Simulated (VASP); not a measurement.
The system is BaZrO3.

```
Ba Zr O
1.0
     4.19134    0.00000    0.00000
     0.00000    4.19134    0.00000
     0.00000    0.00000    4.19134
Ba Zr O
1 1 3
Direct
  0.00000 0.00000 0.00000
  0.50000 0.50000 0.50000
  0.00000 0.50000 0.50000
  0.50000 0.00000 0.50000
  0.50000 0.50000 0.00000
```

- Program: VASP 6.6.1
- Task: relaxation of cell and atoms
- Functional: RPBE
- Potentials or basis: VASP PAW PBE potentials, release 64 (Ba_sv, Zr_sv, O)
- Cutoff: 600 eV
- k mesh: 6 × 6 × 6
- Occupations: gaussian, width 0.01 eV
- Spin: no spin polarisation

At the start: pressure 8.5 GPa; volume 14.73 Å³/atom.

Problem. Where does the relaxation end?

Solution. Over 3 steps the energy falls by 20.8 meV/atom and the volume is 15.56 Å³/atom (+5.7 %); space group Pm-3m (No. 221, to 0.05 Å).

The path:
| step | energy change (eV) | largest force (eV/Å) | pressure (GPa) | volume (Å³) |
| --- | --- | --- | --- | --- |
| 1 | 0.0000 | 0.0000 | 8.49 | 73.63 |
| 2 | -0.0026 | 0.0000 | -6.85 | 82.27 |
| 3 | -0.1041 | 0.0000 | -0.04 | 77.80 |

Final structure:
```
Ba Zr O
1.0
     4.26894    0.00000    0.00000
     0.00000    4.26894    0.00000
     0.00000    0.00000    4.26894
Ba Zr O
1 1 3
Direct
  0.00000 0.00000 0.00000
  0.50000 0.50000 0.50000
  0.00000 0.50000 0.50000
  0.50000 0.00000 0.50000
  0.50000 0.50000 0.00000
```

Caveat: the PAW data sets were made with another functional, which shifts forces and pressure a little.
